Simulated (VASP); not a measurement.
# Hg (P-1) in VASP: single point with PBE

Aim: the single point of Hg with PBE.

Program: VASP 6.6.1. These are calculated values, not measurements. Logs are shortened: lines on timing, memory, paths and dates and some standing lists are left out, and cuts for length are marked.

### 1 The cell of the first run

The typed cell holds 1 atom: a = 3.451 Å, b = 3.572 Å, c = 3.229 Å, α = 59.83°, β = 60.79°, γ = 55.66°.

### 2 Single point, PBE

Contents of INCAR:

```
ALGO = Fast ; EDIFF = 1E-7
ENCUT = 520 ; GGA = PE
ISIF = 2 ; ISMEAR = -1
LASPH = True ; LCHARG = True
LELF = True ; LREAL = False
LVHAR = True ; LWAVE = False
NBANDS = 12 ; NELM = 100
PREC = Accurate ; SIGMA = 0.05
```

Contents of KPOINTS:

```
k-points
0
Gamma
  10 9 10
```

Contents of POSCAR:

```
Hg
1.0
    0.0480340600      2.2784889700      2.5908180500
    2.4057747100     -0.0019307600      2.6407828700
    2.3209572900      2.2436363700      0.0828866600
Hg
1
Direct
    0.0000000000      0.0000000000      0.0000000000
```

Potentials or basis: VASP PAW PBE potentials, release 64 (Hg).

Launch:

```bash
$ cat potpaw_PBE.64/Hg/POTCAR > POTCAR
$ mpirun -np 1 vasp_std > vasp.out
```

OUTCAR:

```text
EDIFF = 1E-7
   ENCUT = 520
   GGA = PE
   ISIF = 2
   ISMEAR = -1
   LASPH = True
   LREAL = False
   NELM = 100
   PREC = Accurate

 ion  position               nearest neighbor table
   1  0.000  0.000  0.000-

  LATTYP: Found a triclinic cell.
 ALAT       =     3.2805108750
 B/A-ratio  =     1.3791526952
 C/A-ratio  =     1.0889531810
 COS(alpha) =     0.0006365357
 COS(beta)  =     0.4956498321
 COS(gamma) =     0.7008326566

  Lattice vectors:

 A1 = (  -2.3577406500,   2.2804197300,  -0.0499648200)
 A2 = (  -0.0367833600,   4.5240561000,   0.0329218400)
 A3 = (  -2.4057747100,   0.0019307600,  -2.6407828700)

Analysis of symmetry for initial positions (statically):
=====================================================================
 Subroutine PRICEL returns:
 Original cell was already a primitive cell.

 Routine SETGRP: Setting up the symmetry group for a
 triclinic supercell.

 Subroutine GETGRP returns: Found  2 space group operations
 (whereof  2 operations were pure point group operations)
 out of a pool of  2 trial point group operations.

The static configuration has the point symmetry S_2 .

Analysis of symmetry for dynamics (positions and initial velocities):
=====================================================================
 Subroutine PRICEL returns:
 Original cell was already a primitive cell.

 Routine SETGRP: Setting up the symmetry group for a
 triclinic supercell.

 Subroutine GETGRP returns: Found  2 space group operations
 (whereof  2 operations were pure point group operations)
 out of a pool of  2 trial point group operations.

The dynamic configuration has the point symmetry S_2 .

 Subroutine INISYM returns: Found  2 space group operations
 (whereof  2 operations are pure point group operations),
 and found     1 'primitive' translations

----------------------------------------------------------------------------------------

                                     Primitive cell

  volume of cell :      27.2223

  direct lattice vectors                    reciprocal lattice vectors
     0.048034060  2.278488970  2.590818050    -0.217657035  0.217826790  0.198446592
     2.405774710 -0.001930760  2.640782870     0.206595527 -0.220745689  0.190303983
     2.320957290  2.243636370  0.082886660     0.221215901  0.224304554 -0.201365492

  length of vectors
     3.450530021  3.572322753  3.229182110     0.366338839  0.357247781  0.373894462

  position of ions in fractional coordinates (direct lattice)
     0.000000000  0.000000000  0.000000000

  ion indices of the primitive-cell ions
   primitive index   ion index
                 1           1

----------------------------------------------------------------------------------------

 KPOINTS: k-points

Automatic generation of k-mesh.
 Grid dimensions read from file:
 generate k-points for:   10    9   10

 Generating k-lattice:

  Cartesian coordinates                     Fractional coordinates (reciprocal lattice)
    -0.021765704  0.021782679  0.019844659     0.100000000 -0.000000000 -0.000000000
     0.022955059 -0.024527299  0.021144887    -0.000000000  0.111111111 -0.000000000
     0.022121590  0.022430455 -0.020136549    -0.000000000 -0.000000000  0.100000000

  Length of vectors
     0.036633884  0.039694198  0.037389446

  Shift w.r.t. Gamma in fractional coordinates (k-lattice)
     0.000000000  0.000000000  0.000000000

 Subroutine IBZKPT returns following result:
 ===========================================

 Found    452 irreducible k-points:

 Following reciprocal coordinates:
            Coordinates               Weight
  0.000000  0.000000  0.000000      1.000000
  0.100000 -0.000000 -0.000000      2.000000
  0.200000 -0.000000 -0.000000      2.000000
  0.300000  0.000000  0.000000      2.000000
  0.400000 -0.000000 -0.000000      2.000000
  0.500000 -0.000000 -0.000000      1.000000
[... 16 lines left out ...]
 -0.400000  0.222222  0.000000      2.000000
 -0.300000  0.222222  0.000000      2.000000
 [... further k-points ...]
   k-points           NKPTS =    452   k-points in BZ     NKDIM =    452   number of bands    NBANDS=     12
   number of dos      NEDOS =    301   number of ions     NIONS =      1
   total plane-waves  NPLWV =  18816
   dimension x,y,z NGX =    28 NGY =   28 NGZ =   24
   dimension x,y,z NGXF=    56 NGYF=   56 NGZF=   48
   ions per type =               1
   NGX,Y,Z   is equivalent  to a cutoff of  13.49, 13.03, 12.36 a.u.
   NGXF,Y,Z  is equivalent  to a cutoff of  26.98, 26.06, 24.71 a.u.
 SYSTEM =  unknown system
   PREC   = accura    normal or accurate (medium, high low for compatibility)
   ISTART =      0    job   : 0-new  1-cont  2-samecut
   ICHARG =      2    charge: 1-file 2-atom 10-const
   ISPIN  =      1    spin polarized calculation?
   LNONCOLLINEAR =      F non collinear calculations
   LSORBIT =      F    spin-orbit coupling
   LASPH  =      T    aspherical Exc in radial PAW
   ENCUT  =  520.0 eV  38.22 Ry    6.18 a.u.   6.42  6.64  6.00*2*pi/ulx,y,z
   NELM   =    100;   NELMIN=  2; NELMDL= -5     # of ELM steps
   EDIFF  = 0.1E-06   stopping-criterion for ELM
   LREAL  =      F    real-space projection
   EDIFFG = 0.1E-05   stopping-criterion for IOM
   NSW    =      0    number of steps for IOM
   IBRION =     -1    ionic relax: 0-MD 1-quasi-New 2-CG
   NFREE  =      0    steps in history (QN), initial steepest desc. (CG)
   ISIF   =      2    stress and relaxation
   ISYM   =      2    0-nonsym 1-usesym 2-fastsym
   POTIM  = 0.5000    time-step for ionic-motion
   TEBEG  =    0.0;   TEEND  =   0.0 temperature during run
   PSTRESS=    0.0 pullay stress
   NELECT =      12.0000    total number of electrons
   NUPDOWN=      -1.0000    fix difference up-down
   EMIN   =  10.00;   EMAX   =-10.00  energy-range for DOS
   EFERMI =   0.00;   METHOD = LEGACY
   ISMEAR =    -1;   SIGMA  =   0.05  broadening in eV -4-tet -1-fermi 0-gaus
   EFERMI_NEDOS =   21; number of points for ismear=-14 and -15
   IALGO  =     68    algorithm
   IMIX   =      4    mixing-type and parameters
     AMIX     =   0.40;   BMIX     =  1.00
     AMIX_MAG =   1.60;   BMIX_MAG =  1.00
  volume/ion in A,a.u.               =      27.22       183.70
  Fermi-wavevector in a.u.,A,eV,Ry     =   1.245931  2.354467 21.120909  1.552343
  Thomas-Fermi vector in A             =   2.380131
   LORBIT       =      0    0 simple, 1 ext, 2 COOP (PROOUT), +10 PAW based schemes
   GGA     = PE    functional components
   LHFCALC =     F    Hartree Fock is set to
   AEXX    =    0.0000 exact exchange contribution
   IVDW    =     0    specifies the selected vdW correction
   LEPSILON=     F    determine dielectric tensor
   LRPA    =     F    only Hartree local field effects (RPA)
 non-spin polarized calculation
 RMM-DIIS sequential band-by-band and
  energy-cutoff  :      520.00
  volume of cell :       27.22
 maximum number of plane-waves:       748
 NGX is ok and might be reduce to    28
   NGX = 13   NGY = 13   NGZ = 11

 number of electron      12.0000000 magnetization

 Free energy of the ion-electron system (eV)
  ---------------------------------------------------
  ext. energy  EPLUGINS =         0.00000000
  ---------------------------------------------------
  free energy    TOTEN  =        -0.16180651 eV

  energy without entropy =       -0.15998461  energy(sigma->0) =       -0.16089556

 E-fermi :   1.5726     XC(G=0): -10.0770

 val. band max:        1.5518361012   @ k =  -0.1000  -0.4444   0.4000
 cond. band min:       1.5864818731   @ k =   0.0000   0.4444   0.0000
 fundamental gap:      0.0346457719
 Fermi energy:         1.5726196525

 k-point     1 :       0.0000    0.0000    0.0000
  band No.  band energies     occupation
      1      -6.2598      2.00000
      2      -5.1748      2.00000
      3      -4.7984      2.00000
      4      -4.7421      2.00000
      5      -4.6022      2.00000
      6      -4.2436      2.00000
      7      14.4837      0.00000
      8      14.6178      0.00000
      9      15.4869      0.00000
     10      16.4076      0.00000
     11      18.0955      0.00000
     12      18.7926      0.00000

 k-point     2 :       0.1000   -0.0000   -0.0000
  band No.  band energies     occupation
      1      -6.0350      2.00000
      2      -5.1347      2.00000
      3      -4.8138      2.00000
      4      -4.6936      2.00000
      5      -4.5957      2.00000
      6      -4.2709      2.00000
      7      13.1038      0.00000
      8      14.2229      0.00000
      9      14.5821      0.00000
     10      16.2979      0.00000
     11      17.4040      0.00000
     12      19.3160      0.00000

 k-point     3 :       0.2000   -0.0000   -0.0000
  band No.  band energies     occupation
      1      -5.5658      2.00000
      2      -5.0097      2.00000
      3      -4.7289      2.00000
      4      -4.5750      2.00000
      5      -4.5139      2.00000
      6      -4.3118      2.00000
      7       9.5927      0.00000
      8      13.2599      0.00000
      9      14.4225      0.00000
     10      16.2239      0.00000
     11      16.5849      0.00000
     12      19.4116      0.00000

 k-point     4 :       0.3000    0.0000    0.0000
  band No.  band energies     occupation
      1      -5.4790      2.00000
      2      -5.0503      2.00000
      3      -4.5750      2.00000
      4      -4.2914      2.00000
      5      -4.2351      2.00000
      6      -3.6785      2.00000
      7       6.1797      0.00000
      8      12.1602      0.00000
      9      14.1083      0.00000
     10      16.0313      0.00000
     11      16.0904      0.00000
     12      18.9044      0.00000

 k-point     5 :       0.4000   -0.0000   -0.0000
  band No.  band energies     occupation
      1      -5.5510      2.00000
      2      -5.1195      2.00000
      3      -4.6372      2.00000
      4      -4.1182      2.00000
      5      -4.0529      2.00000
      6      -1.9388      2.00000
      7       3.0928      0.00000
      8      11.3318      0.00000
      9      13.7844      0.00000
     10      15.7499      0.00000
     11      15.8406      0.00000
     12      18.5247      0.00000
[... 228 lines left out ...]
      1      -5.4645      2.00000
      2      -5.0808      2.00000
      3      -4.6046      2.00000
      4      -4.3610      2.00000
      5      -4.0470      2.00000
      6      -2.5487      2.00000
      7       5.9161      0.00000
      8       8.4320      0.00000
      9      11.3972      0.00000
     10      14.5854      0.00000
     11      17.6498      0.00000
     12      21.3151      0.00000

 k-point    22 :       0.5000    0.2222    0.0000
  band No.  band energies     occupation
      1      -5.4568      2.00000
      2      -5.0031      2.00000
      3      -4.5447      2.00000
      4      -4.4313      2.00000
      5      -4.0155      2.00000
      6      -0.8975      2.00000
      7       3.4907      0.00000
      8       7.0026      0.00000
      9      11.6852      0.00000
     10      14.6623      0.00000
     11      20.6034      0.00000
     12      20.8552      0.00000

 k-point    23 :      -0.4000    0.2222    0.0000
  band No.  band energies     occupation
      1      -5.3952      2.00000
      2      -5.0162      2.00000
      3      -4.4954      2.00000
      4      -4.4388      2.00000
      5      -4.0926      2.00000
      6       0.2620      2.00000
      7       2.1818      0.00001
      8       6.2400      0.00000
      9      12.5102      0.00000
     10      14.9294      0.00000
     11      20.1006      0.00000
     12      21.3125      0.00000

 k-point    24 :      -0.3000    0.2222    0.0000
  band No.  band energies     occupation
      1      -5.2964      2.00000
      2      -5.0185      2.00000
      3      -4.5170      2.00000
      4      -4.4800      2.00000
      5      -4.2503      2.00000
      6      -1.1563      2.00000
      7       4.0303      0.00000
      8       6.3005      0.00000
      9      13.7773      0.00000
     10      15.5153      0.00000
     11      19.2881      0.00000
     12      21.0735      0.00000

 [... further k-points ...]

------------------------ aborting loop because EDIFF is reached ----------------------------------------

  FORCE on cell =-STRESS in cart. coord.  units (eV):
  Direction    XX          YY          ZZ          XY          YZ          ZX
  --------------------------------------------------------------------------------------
  -------------------------------------------------------------------------------------
  Total        0.2099364      0.1751921      0.2252333     -0.0137679      0.0200606     -0.0224043
  in kB       12.3558925     10.3110010     13.2562001     -0.8103163      1.1806769     -1.3186136
  external PRESSURE =      11.9743645 kB  Pullay stress =       0.0000000 kB

 VOLUME and BASIS-vectors are now :
 -----------------------------------------------------------------------------
  energy-cutoff  :      520.00
  volume of cell :       27.22
      direct lattice vectors                 reciprocal lattice vectors
     0.048034060  2.278488970  2.590818050    -0.217657035  0.217826790  0.198446592
     2.405774710 -0.001930760  2.640782870     0.206595527 -0.220745689  0.190303983
     2.320957290  2.243636370  0.082886660     0.221215901  0.224304554 -0.201365492

 POSITION                                       TOTAL-FORCE (eV/Angst)
 -----------------------------------------------------------------------------------
      0.00000      0.00000      0.00000         0.000000      0.000000     -0.000000
 -----------------------------------------------------------------------------------
    total drift:                                0.000000     -0.000000     -0.000000

  FREE ENERGIE OF THE ION-ELECTRON SYSTEM (eV)
  ---------------------------------------------------
  free  energy   TOTEN  =        -0.1618065110 eV

  energy  without entropy=       -0.1599846130  energy(sigma->0) =       -0.16089556
```

Wall time 2.9 min (1 thread of Intel Xeon 8259CL, shared host); peak memory 0.26 GiB.

Results:

* Free energy: -0.1618 eV
* Pressure: 1.2 GPa
* Band gap on the k mesh: zero (bands 6 and 7 overlap by 1.67 eV)

Caveat: spin-orbit coupling is left out, which moves the levels of the heavy elements.
